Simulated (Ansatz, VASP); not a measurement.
# SiO2 in VASP and in Ansatz

Contents of INCAR:

```
ALGO = Normal
EDIFF = 1E-8
ENCUT = 520
GGA = PE
ISIF = 2
ISMEAR = -1
LASPH = T
LCHARG = F
LEFG = T
LREAL = Auto
LWAVE = F
NBANDS = 82
NELM = 100
PREC = Accurate
SIGMA = 0.02
```

File KPOINTS:

```
k-points
0
Gamma
  4 4 4
```

POSCAR

```
SiO2
1.0
   -4.2235302601      4.2235302601      4.2235302601
    4.2235302601     -4.2235302601      4.2235302601
    4.2235302601      4.2235302601     -4.2235302601
Si O
8 16
Direct
    0.5000000000      0.0000000000      0.7824953700
    0.2824953700      0.2824953700      0.2824953700
    0.5000000000      0.0000000000      0.2175046300
    0.7175046300      0.7175046300      0.7175046300
    0.7824953700      0.5000000000      0.0000000000
    0.0000000000      0.2175046300      0.5000000000
    0.2175046300      0.5000000000      0.0000000000
    0.0000000000      0.7824953700      0.5000000000
    0.6802250600      0.9302250600      0.7500000000
    0.7500000000      0.6802250600      0.9302250600
    0.8197749400      0.5697749400      0.2500000000
    0.7500000000      0.1802250600      0.4302250600
    0.0697749400      0.2500000000      0.3197749400
    0.5000000000      0.0000000000      0.0000000000
    0.2500000000      0.8197749400      0.5697749400
    0.4302250600      0.7500000000      0.1802250600
    0.3197749400      0.0697749400      0.2500000000
    0.1802250600      0.4302250600      0.7500000000
    0.9302250600      0.7500000000      0.6802250600
    0.5000000000      0.5000000000      0.5000000000
    0.2500000000      0.3197749400      0.0697749400
    0.0000000000      0.5000000000      0.0000000000
    0.0000000000      0.0000000000      0.5000000000
    0.5697749400      0.2500000000      0.8197749400
```

Input for Ansatz:

```yaml
crystal:
  lattice:
    - [-4.2235302601, 4.2235302601, 4.2235302601]
    - [4.2235302601, -4.2235302601, 4.2235302601]
    - [4.2235302601, 4.2235302601, -4.2235302601]
  atoms:
    - { symbol: Si, position: [0.5, 0.0, 0.78249537] }
    - { symbol: Si, position: [0.28249537, 0.28249537, 0.28249537] }
    - { symbol: Si, position: [0.5, 0.0, 0.21750463] }
    - { symbol: Si, position: [0.71750463, 0.71750463, 0.71750463] }
    - { symbol: Si, position: [0.78249537, 0.5, 0.0] }
    - { symbol: Si, position: [0.0, 0.21750463, 0.5] }
    - { symbol: Si, position: [0.21750463, 0.5, 0.0] }
    - { symbol: Si, position: [0.0, 0.78249537, 0.5] }
    - { symbol: O, position: [0.68022506, 0.93022506, 0.75] }
    - { symbol: O, position: [0.75, 0.68022506, 0.93022506] }
    - { symbol: O, position: [0.81977494, 0.56977494, 0.25] }
    - { symbol: O, position: [0.75, 0.18022506, 0.43022506] }
    - { symbol: O, position: [0.06977494, 0.25, 0.31977494] }
    - { symbol: O, position: [0.5, 0.0, 0.0] }
    - { symbol: O, position: [0.25, 0.81977494, 0.56977494] }
    - { symbol: O, position: [0.43022506, 0.75, 0.18022506] }
    - { symbol: O, position: [0.31977494, 0.06977494, 0.25] }
    - { symbol: O, position: [0.18022506, 0.43022506, 0.75] }
    - { symbol: O, position: [0.93022506, 0.75, 0.68022506] }
    - { symbol: O, position: [0.5, 0.5, 0.5] }
    - { symbol: O, position: [0.25, 0.31977494, 0.06977494] }
    - { symbol: O, position: [0.0, 0.5, 0.0] }
    - { symbol: O, position: [0.0, 0.0, 0.5] }
    - { symbol: O, position: [0.56977494, 0.25, 0.81977494] }
kpoints:
  mp_grid: { grid: [4, 4, 4] }
scf:
  occupations: { method: fermi_dirac, width: 0.02 }
hamiltonian:
  xc: pbe
  pseudopotentials: { kind: paw }
output:
  forces: true
  stress: true
  populations: true
  efg: { quadrupole_moments_barn: { O: -0.02558 }, contact_densities: true }
```

Alike in both runs: task electric field gradients; functional PBE; k mesh 4 × 4 × 4; occupations fermi-dirac, width 0.02 eV; no spin polarisation.

|  | VASP | Ansatz |
| --- | --- | --- |
| version | VASP 6.6.1 | Ansatz 0.2.0 |
| potentials or method | VASP PAW PBE potentials, release 64 (Si, O) | plane-wave PAW, scalar-relativistic |
| plane-wave cutoff (eV) | 520 | 420 |
| valence electrons in the cell | 128 | 128 |

|  | VASP | Ansatz | Ansatz less VASP |
| --- | --- | --- | --- |
| gap on the k mesh at the Fermi level (eV) | 5.90 | 5.90 | -0.002 |
| pressure (GPa) | 5.8 | 5.6 | -0.16 |
| rms of the force components (eV/Å) | 0.129 | 0.126 | -0.0024 |
| size of Vzz on the site where it differs most (V/Å²) | 92.2 | 97.6 | +5.48 |

Atom by atom the forces differ by 0.007 eV/Å (rms over components).
